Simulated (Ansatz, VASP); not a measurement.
One calculation of Pd, two programs

```
Pd
1.0
     2.79382    0.00000    0.00000
    -1.39691    2.41952    0.00000
     0.00000    0.00000    4.66059
Pd
2
Cartesian
  0.0000 1.6130 1.1651
  1.3969 0.8065 3.4954
```

Alike in both runs: task single point; functional revPBE; k mesh 15 × 15 × 8; occupations fermi-dirac, width 0.05 eV; collinear spin.

```csv
,VASP,Ansatz
version,VASP 6.6.1,Ansatz 0.2.0
potentials or method,"VASP PAW PBE potentials, release 64 (Pd), cutoff 520 eV","plane waves (420 eV) with PAW, scalar-relativistic"
valence electrons in the cell,20,36
```

|  | VASP | Ansatz | Ansatz less VASP |
| --- | --- | --- | --- |
| pressure (GPa) | -0.3 | -0.1 | +0.24 |
| traceless stress, the component that is largest in VASP (GPa) | -0.34 | -0.30 | +0.044 |
| net moment per atom (μB) | 0.36 | 0.36 | -0.002 |
| size of the moment on the site where the two differ most (μB) | 0.36 | 0.37 | +0.007 |

VASP's potentials were made for PBE, not for revPBE. Site moments also hang on the region over which each program counts them. The functional is the same, so the differences come from potentials, cutoffs and numerics. VASP's potentials hold 20 valence electrons a cell and Ansatz's 36, so a difference there can come from the potentials and not from the codes.
